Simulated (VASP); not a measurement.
Write the native input for VASP 6.6.1 that does the following.

```yaml
Task: single point
Functional: r2SCAN
Dispersion: rVV10
Potentials_or_basis: VASP PAW PBE potentials, release 64 (Pb_d, Te)
Cutoff: 550 eV
k_mesh: 6 × 6 × 6
Occupations: gaussian, width 0.05 eV
Spin: no spin polarisation
Dipole_correction: no
Further_INCAR_settings: ALGO = Normal; EDIFF = 1e-06; NBANDS = 17
```

The system is TePb.

```xyz
2
Lattice="0.0000 3.2270 3.2270 3.2270 0.0000 3.2270 3.2270 3.2270 0.0000" Properties=species:S:1:pos:R:3 pbc="T T T"
Pb    3.2270    3.2270    3.2270
Te    0.0000    0.0000    0.0000
```

These files were run (other wordings do the same):

POSCAR

```
TePb
1.0
    0.0000000000      3.2270013417      3.2270013417
    3.2270013417      0.0000000000      3.2270013417
    3.2270013417      3.2270013417      0.0000000000
Pb Te
1 1
Direct
    0.5000000000      0.5000000000      0.5000000000
    0.0000000000      0.0000000000      0.0000000000
```

INCAR.step1

```
PREC = Accurate
ENCUT = 550
ISMEAR = 0
SIGMA = 0.05
LREAL = False
LASPH = True
NELM = 120
NBANDS = 17
GGA = PE
ALGO = Normal
EDIFF = 1E-5
LWAVE = True
LCHARG = False
GGA_COMPAT = False
```

INCAR.step2

```
PREC = Accurate
ENCUT = 550
EDIFF = 1E-6
ISMEAR = 0
SIGMA = 0.05
LREAL = False
LASPH = True
NELM = 120
ALGO = Normal
ISIF = 2
LWAVE = False
LCHARG = True
METAGGA = R2SCAN
LMIXTAU = True
LUSE_VDW = True
IVDW_NL = 2
BPARAM = 11.95
CPARAM = 0.0093
LELF = True
LVHAR = True
NBANDS = 17
ISTART = 1
GGA_COMPAT = False
```

KPOINTS

```
regular mesh
0
Gamma
  6 6 6
```

Potentials or basis: VASP PAW PBE potentials, release 64 (Pb_d, Te).

Launch:

```sh
$ cat potpaw_PBE.64/Pb_d/POTCAR potpaw_PBE.64/Te/POTCAR > POTCAR
$ cp INCAR.step1 INCAR
$ mpirun -np 1 vasp_std > vasp.out
$ cp INCAR.step2 INCAR
$ mpirun -np 1 vasp_std > vasp.out
```

Results of the run:

- Pressure: 1.0 GPa
- Band gap on the k mesh: 0.98 eV, direct

Caveat: the PAW data sets were made with another functional, which shifts forces and pressure a little; spin-orbit coupling is left out, which moves the levels of the heavy elements.

Wall time 100 s on 1 thread of Intel(R) Xeon(R) Platinum 8559C (Emerald Rapids) (shared host), peak memory 0.4 GiB.
